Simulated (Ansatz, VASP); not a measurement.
## One calculation of MoS2, two programs

```
Mo S
1.0
     3.15105    0.00000    0.00000
    -1.57552    2.72889    0.00000
     0.00000    0.00000   12.13431
Mo S
2 4
Direct
  0.66667 0.33333 0.25000
  0.33333 0.66667 0.75000
  0.66667 0.33333 0.62097
  0.33333 0.66667 0.37903
  0.66667 0.33333 0.87903
  0.33333 0.66667 0.12097
```

Alike in both runs: task single point; functional PBE; k mesh 12 × 12 × 2; occupations gaussian, width 0.02 eV; no spin polarisation.

|  | VASP | Ansatz |
| --- | --- | --- |
| version | VASP 6.6.1 | Ansatz 0.2.0 |
| potentials or method | VASP PAW PBE potentials, release 64 (Mo_sv, S), cutoff 520 eV | scalar-relativistic, plane waves, PAW |
| valence electrons in the cell | 52 | 52 |

```tsv
	VASP	Ansatz	Ansatz less VASP
gap on the k mesh at the Fermi level (eV)	0.82	0.81	-0.016
least direct gap on the mesh (eV)	1.70	1.70	-0.004
pressure (GPa)	3.8	3.9	+0.15
rms of the force components (eV/Å)	0.007	0.001	-0.0062
```

Atom by atom the forces differ by 0.006 eV/Å (rms over components).
